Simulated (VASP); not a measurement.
# BN (P6_3/mmc) in VASP: notebook

Aim: see how the results for BN move with the level of theory and the settings. Levels: r2SCAN+rVV10, r2SCAN. Tasks: single point.

Program: VASP 6.6.1. These are calculated values, not measurements. Logs are shortened: lines on timing, memory, paths and dates and some standing lists are left out, and cuts for length are marked.

## (1) The cell of the first run

It takes space group P6_3/mmc (No. 194, hexagonal). Conventional cell: a = 2.501 Å, b = 2.501 Å, c = 6.524 Å, α = 90.00°, β = 90.00°, γ = 120.00°. Within 1.9 Å of B (site symmetry -6m2) lie 3 N at 1.44 Å. N (site symmetry -6m2) has 3 B at 1.44 Å within 1.9 Å.

## (2) Single point, r2SCAN+rVV10

The input, POSCAR:

```
BN
1.0
    2.5005825875      0.0000000000      0.0000000000
   -1.2502912938      2.1655680450      0.0000000000
    0.0000000000      0.0000000000      6.5236359444
B N
2 2
Direct
    0.3333333333      0.6666666667      0.2500000000
    0.6666666667      0.3333333333      0.7500000000
    0.3333333333      0.6666666667      0.7500000000
    0.6666666667      0.3333333333      0.2500000000
```

The input, INCAR.step1:

```
SYSTEM = BN
PREC = Accurate ; ENCUT = 520
ISMEAR = -1 ; SIGMA = 0.02
LREAL = .False. ; LASPH = .True.
NELM = 100 ; NBANDS = 16
GGA = PE ; ALGO = Normal
EDIFF = 1E-4 ; LWAVE = .True.
LCHARG = .False.
```

The input, INCAR.step2:

```
SYSTEM = BN
PREC = Accurate ; ENCUT = 520
EDIFF = 1E-6 ; ISMEAR = -1
SIGMA = 0.02 ; LREAL = .False.
LASPH = .True. ; NELM = 100
ALGO = Normal ; ISIF = 2
LWAVE = .False. ; LCHARG = .False.
METAGGA = R2SCAN ; LMIXTAU = .True.
LUSE_VDW = .True. ; IVDW_NL = 2
BPARAM = 11.95 ; CPARAM = 0.0093
NBANDS = 16 ; ISTART = 1
```

The input, KPOINTS:

```
regular mesh
0
Gamma
  12 12 4
  0 0 0
```

Potentials or basis: VASP PAW PBE potentials, release 64 (B, N).

Run with:

```console
cat potpaw_PBE.64/B/POTCAR potpaw_PBE.64/N/POTCAR > POTCAR
cp INCAR.step1 INCAR
mpirun -np 1 vasp_std > vasp.out
cp INCAR.step2 INCAR
mpirun -np 1 vasp_std > vasp.out
```

OUTCAR:

```text
SYSTEM = BN
   PREC = Accurate
   ENCUT = 520
   EDIFF = 1E-6
   ISMEAR = -1
   LREAL = .False.
   LASPH = .True.
   NELM = 100
   ISIF = 2
   METAGGA = R2SCAN
   IVDW_NL = 2
   BPARAM = 11.95
   ISTART = 1

 ion  position               nearest neighbor table
   1  0.333  0.667  0.250-   4 1.44   4 1.44   4 1.44
   2  0.667  0.333  0.750-   3 1.44   3 1.44   3 1.44
   3  0.333  0.667  0.750-   2 1.44   2 1.44   2 1.44
   4  0.667  0.333  0.250-   1 1.44   1 1.44   1 1.44

  LATTYP: Found a hexagonal cell.
 ALAT       =     2.5005825875
 C/A-ratio  =     2.6088464252

  Lattice vectors:

 A1 = (   2.5005825875,   0.0000000000,   0.0000000000)
 A2 = (  -1.2502912938,   2.1655680450,   0.0000000000)
 A3 = (   0.0000000000,   0.0000000000,   6.5236359444)

Analysis of symmetry for initial positions (statically):
=====================================================================
 Subroutine PRICEL returns:
 Original cell was already a primitive cell.

 Routine SETGRP: Setting up the symmetry group for a
 hexagonal supercell.

 Subroutine GETGRP returns: Found 24 space group operations
 (whereof 12 operations were pure point group operations)
 out of a pool of 24 trial point group operations.

The static configuration has the point symmetry D_3d.
 The point group associated with its full space group is D_6h.

Analysis of symmetry for dynamics (positions and initial velocities):
=====================================================================
 Subroutine PRICEL returns:
 Original cell was already a primitive cell.

 Routine SETGRP: Setting up the symmetry group for a
 hexagonal supercell.

 Subroutine GETGRP returns: Found 24 space group operations
 (whereof 12 operations were pure point group operations)
 out of a pool of 24 trial point group operations.

The dynamic configuration has the point symmetry D_3d.
 The point group associated with its full space group is D_6h.

 Subroutine INISYM returns: Found 24 space group operations
 (whereof 12 operations are pure point group operations),
 and found     1 'primitive' translations

----------------------------------------------------------------------------------------

                                     Primitive cell

  volume of cell :      35.3267

  direct lattice vectors                    reciprocal lattice vectors
     2.500582587  0.000000000  0.000000000     0.399906808  0.230886303  0.000000000
    -1.250291294  2.165568045  0.000000000     0.000000000  0.461772606  0.000000000
     0.000000000  0.000000000  6.523635944     0.000000000  0.000000000  0.153288750

  length of vectors
     2.500582587  2.500582587  6.523635944     0.461772606  0.461772606  0.153288750

  position of ions in fractional coordinates (direct lattice)
     0.333333333  0.666666667  0.250000000
     0.666666667  0.333333333  0.750000000
     0.333333333  0.666666667  0.750000000
     0.666666667  0.333333333  0.250000000

  ion indices of the primitive-cell ions
   primitive index   ion index
                 1           1
                 2           2
                 3           3
                 4           4

----------------------------------------------------------------------------------------

 KPOINTS: regular mesh

Automatic generation of k-mesh.
 Grid dimensions read from file:
 generate k-points for:   12   12    4

 Generating k-lattice:

  Cartesian coordinates                     Fractional coordinates (reciprocal lattice)
     0.033325567  0.019240525  0.000000000     0.083333333 -0.000000000  0.000000000
     0.000000000  0.038481051  0.000000000     0.000000000  0.083333333  0.000000000
     0.000000000  0.000000000  0.038322188     0.000000000  0.000000000  0.250000000

  Length of vectors
     0.038481051  0.038481051  0.038322188

  Shift w.r.t. Gamma in fractional coordinates (k-lattice)
     0.000000000  0.000000000  0.000000000

 Subroutine IBZKPT returns following result:
 ===========================================

 Found     57 irreducible k-points:

 Following reciprocal coordinates:
            Coordinates               Weight
  0.000000  0.000000  0.000000      1.000000
  0.083333 -0.000000  0.000000      6.000000
  0.166667 -0.000000  0.000000      6.000000
  0.250000 -0.000000  0.000000      6.000000
  0.333333 -0.000000  0.000000      6.000000
  0.416667 -0.000000  0.000000      6.000000
[... 16 lines left out ...]
  0.250000 -0.000000  0.250000     12.000000
  0.333333 -0.000000  0.250000     12.000000
 [... further k-points ...]
   k-points           NKPTS =     57   k-points in BZ     NKDIM =     57   number of bands    NBANDS=     16
   number of dos      NEDOS =    301   number of ions     NIONS =      4
   total plane-waves  NPLWV =  20000
   dimension x,y,z NGX =    20 NGY =   20 NGZ =   50
   dimension x,y,z NGXF=    40 NGYF=   40 NGZF=  100
   ions per type =               2   2
   NGX,Y,Z   is equivalent  to a cutoff of  13.30, 13.30, 12.74 a.u.
   NGXF,Y,Z  is equivalent  to a cutoff of  26.59, 26.59, 25.48 a.u.
 SYSTEM =  BN
   PREC   = accura    normal or accurate (medium, high low for compatibility)
   ISTART =      1    job   : 0-new  1-cont  2-samecut
   ICHARG =      0    charge: 1-file 2-atom 10-const
   ISPIN  =      1    spin polarized calculation?
   LNONCOLLINEAR =      F non collinear calculations
   LSORBIT =      F    spin-orbit coupling
   LASPH  =      T    aspherical Exc in radial PAW
   ENCUT  =  520.0 eV  38.22 Ry    6.18 a.u.   4.65  4.65 12.13*2*pi/ulx,y,z
   NELM   =    100;   NELMIN=  2; NELMDL=  0     # of ELM steps
   EDIFF  = 0.1E-05   stopping-criterion for ELM
   LREAL  =      F    real-space projection
   EDIFFG = 0.1E-04   stopping-criterion for IOM
   NSW    =      0    number of steps for IOM
   IBRION =     -1    ionic relax: 0-MD 1-quasi-New 2-CG
   NFREE  =      0    steps in history (QN), initial steepest desc. (CG)
   ISIF   =      2    stress and relaxation
   ISYM   =      2    0-nonsym 1-usesym 2-fastsym
   POTIM  = 0.5000    time-step for ionic-motion
   TEBEG  =    0.0;   TEEND  =   0.0 temperature during run
   PSTRESS=    0.0 pullay stress
   NELECT =      16.0000    total number of electrons
   NUPDOWN=      -1.0000    fix difference up-down
   EMIN   =  10.00;   EMAX   =-10.00  energy-range for DOS
   EFERMI =   0.00;   METHOD = LEGACY
   ISMEAR =    -1;   SIGMA  =   0.02  broadening in eV -4-tet -1-fermi 0-gaus
   EFERMI_NEDOS =   21; number of points for ismear=-14 and -15
   IALGO  =     38    algorithm
   IMIX   =      4    mixing-type and parameters
     AMIX     =   0.40;   BMIX     =  1.00
     AMIX_MAG =   1.60;   BMIX_MAG =  1.00
  volume/ion in A,a.u.               =       8.83        59.60
  Fermi-wavevector in a.u.,A,eV,Ry     =   1.257228  2.375816 21.505658  1.580621
  Thomas-Fermi vector in A             =   2.390897
   LORBIT       =      0    0 simple, 1 ext, 2 COOP (PROOUT), +10 PAW based schemes
   METAGGA = R2SCAN    functional components
   LHFCALC =     F    Hartree Fock is set to
   AEXX    =    0.0000 exact exchange contribution
   IVDW_NL    =     2    kernel type
   BPARAM     =11.9500
   IVDW    =     0    specifies the selected vdW correction
   LEPSILON=     F    determine dielectric tensor
   LRPA    =     F    only Hartree local field effects (RPA)
 non-spin polarized calculation
  energy-cutoff  :      520.00
  volume of cell :       35.33
 maximum number of plane-waves:       973
 NGX is ok and might be reduce to    20
   NGX =  9   NGY =  9   NGZ = 25

 number of electron      15.9999997 magnetization

 Free energy of the ion-electron system (eV)
  ---------------------------------------------------
  ext. energy  EPLUGINS =         0.00000000
  ---------------------------------------------------
  free energy    TOTEN  =       -38.24493595 eV

  energy without entropy =      -38.24493595  energy(sigma->0) =      -38.24493595

 E-fermi :   2.6440     XC(G=0): -10.9392

 val. band max:        2.1835655457   @ k =   0.3333   0.2500   0.0000
 cond. band min:       6.9866901053   @ k =   0.5000  -0.0000   0.0000
 fundamental gap:      4.8031245596
 Fermi energy:         2.6440455997

 k-point     1 :       0.0000    0.0000    0.0000
  band No.  band energies     occupation
      1     -16.6719      2.00000
      2     -16.3360      2.00000
      3      -4.3363      2.00000
      4      -1.9293      2.00000
      5       0.8217      2.00000
      6       0.8217      2.00000
[... 8 lines left out ...]
     15      15.3861      0.00000
     16      16.5419      0.00000

 k-point     2 :       0.0833   -0.0000    0.0000
  band No.  band energies     occupation
      1     -16.5294      2.00000
      2     -16.1986      2.00000
      3      -4.1410      2.00000
      4      -1.7547      2.00000
      5       0.2322      2.00000
      6       0.2754      2.00000
[... 8 lines left out ...]
     15      15.8870      0.00000
     16      15.9673      0.00000

 k-point     3 :       0.1667   -0.0000    0.0000
  band No.  band energies     occupation
      1     -16.1101      2.00000
      2     -15.7949      2.00000
      3      -3.5623      2.00000
      4      -1.2621      2.00000
      5      -1.2426      2.00000
      6      -1.2094      2.00000
[... 8 lines left out ...]
     15      16.9677      0.00000
     16      17.0776      0.00000

 k-point     4 :       0.2500   -0.0000    0.0000
  band No.  band energies     occupation
      1     -15.4429      2.00000
      2     -15.1555      2.00000
      3      -3.1559      2.00000
      4      -3.0787      2.00000
      5      -2.6266      2.00000
      6      -0.8854      2.00000
[... 8 lines left out ...]
     15      18.8472      0.00000
     16      19.2429      0.00000

 k-point     5 :       0.3333   -0.0000    0.0000
  band No.  band energies     occupation
      1     -14.6000      2.00000
      2     -14.3580      2.00000
      3      -5.0339      2.00000
      4      -4.9343      2.00000
      5      -1.5459      2.00000
      6      -1.4695      2.00000
[... 8 lines left out ...]
     15      18.9114      0.00000
     16      21.9482      0.00000

 k-point     6 :       0.4167   -0.0000    0.0000
  band No.  band energies     occupation
      1     -13.7630      2.00000
      2     -13.5974      2.00000
      3      -6.5169      2.00000
      4      -6.4177      2.00000
      5      -1.9790      2.00000
      6      -1.8993      2.00000
[... 8 lines left out ...]
     15      18.3666      0.00000
     16      22.5168      0.00000
[... 267 lines left out ...]
 k-point    21 :       0.0833   -0.0000    0.2500
  band No.  band energies     occupation
      1     -16.4836      2.00000
      2     -16.2500      2.00000
      3      -3.8530      2.00000
      4      -2.1929      2.00000
      5       0.2403      2.00000
      6       0.2726      2.00000
[... 8 lines left out ...]
     15      15.9471      0.00000
     16      15.9812      0.00000

 k-point    22 :       0.1667   -0.0000    0.2500
  band No.  band energies     occupation
      1     -16.0663      2.00000
      2     -15.8437      2.00000
      3      -3.2846      2.00000
      4      -1.6953      2.00000
      5      -1.2466      2.00000
      6      -1.1823      2.00000
[... 8 lines left out ...]
     15      16.8443      0.00000
     16      16.9456      0.00000

 k-point    23 :       0.2500   -0.0000    0.2500
  band No.  band energies     occupation
      1     -15.4028      2.00000
      2     -15.1997      2.00000
      3      -3.1630      2.00000
      4      -3.0984      2.00000
      5      -2.3354      2.00000
      6      -0.8752      2.00000
[... 8 lines left out ...]
     15      19.2612      0.00000
     16      19.3617      0.00000

 k-point    24 :       0.3333   -0.0000    0.2500
  band No.  band energies     occupation
      1     -14.5659      2.00000
      2     -14.3949      2.00000
      3      -5.0239      2.00000
      4      -4.9529      2.00000
      5      -1.5349      2.00000
      6      -1.4808      2.00000
[... 8 lines left out ...]
     15      20.0852      0.00000
     16      21.9710      0.00000

 [... further k-points ...]

------------------------ aborting loop because EDIFF is reached ----------------------------------------

  FORCE on cell =-STRESS in cart. coord.  units (eV):
  Direction    XX          YY          ZZ          XY          YZ          ZX
  --------------------------------------------------------------------------------------
  -------------------------------------------------------------------------------------
  Total        0.1773982      0.1773982     -0.0742892     -0.0000000      0.0000000      0.0000000
  in kB        8.0455725      8.0455725     -3.3692539     -0.0000000      0.0000000      0.0000000
  external PRESSURE =       4.2406304 kB  Pullay stress =       0.0000000 kB

 VOLUME and BASIS-vectors are now :
 -----------------------------------------------------------------------------
  energy-cutoff  :      520.00
  volume of cell :       35.33
      direct lattice vectors                 reciprocal lattice vectors
     2.500582587  0.000000000  0.000000000     0.399906808  0.230886303  0.000000000
    -1.250291294  2.165568045  0.000000000     0.000000000  0.461772606  0.000000000
     0.000000000  0.000000000  6.523635944     0.000000000  0.000000000  0.153288750

 POSITION                                       TOTAL-FORCE (eV/Angst)
 -----------------------------------------------------------------------------------
     -0.00000      1.44371      1.63091         0.000000      0.000000     -0.000000
      1.25029      0.72186      4.89273        -0.000000      0.000000     -0.000000
     -0.00000      1.44371      4.89273         0.000000      0.000000      0.000000
      1.25029      0.72186      1.63091        -0.000000     -0.000000     -0.000000
 -----------------------------------------------------------------------------------
    total drift:                               -0.000000      0.000000      0.000000

  FREE ENERGIE OF THE ION-ELECTRON SYSTEM (eV)
  ---------------------------------------------------
  free  energy   TOTEN  =       -38.2449359475 eV

  energy  without entropy=      -38.2449359475  energy(sigma->0) =      -38.24493595
```

It took 3.9 min on 1 thread of Intel Xeon 8259CL, shared host; peak memory 0.26 GiB.

Results:

| Quantity | Value |
| --- | --- |
| Free energy | -38.2449 eV |
| Pressure | 0.4 GPa |
| Band gap on the k mesh | 4.80 eV, indirect (least direct gap 5.21 eV) |

Stress tensor (GPa, compression positive):
```
 0.80  0.00  0.00
 0.00  0.80  0.00
 0.00  0.00 -0.34
```

Levels at points of the mesh, in eV from the valence-band top:
```
           k point  band 4  band 5  band 6  band 7  band 8  band 9  band 10  band 11  band 12  band 13
(0.00, 0.00, 0.00)   -4.11   -1.36   -1.36   -1.32   -1.32    5.64    11.25    12.30    12.30    12.46
(0.50, 0.00, 0.00)   -9.22   -4.31   -4.23   -1.53   -0.41    4.80     6.40    10.22    10.65    13.28
(0.00, 0.00, 0.50)   -5.46   -1.34   -1.34   -1.34   -1.34    8.27     8.27    12.38    12.38    12.38
(0.50, 0.00, 0.50)   -9.27   -4.27   -4.27   -0.94   -0.94    5.30     5.30    10.66    10.66    14.35
```

Caveat: the PAW data sets were made with another functional, which shifts forces and pressure a little. A k mesh can miss the band edges.

(Part 1 of 2 ends here.)
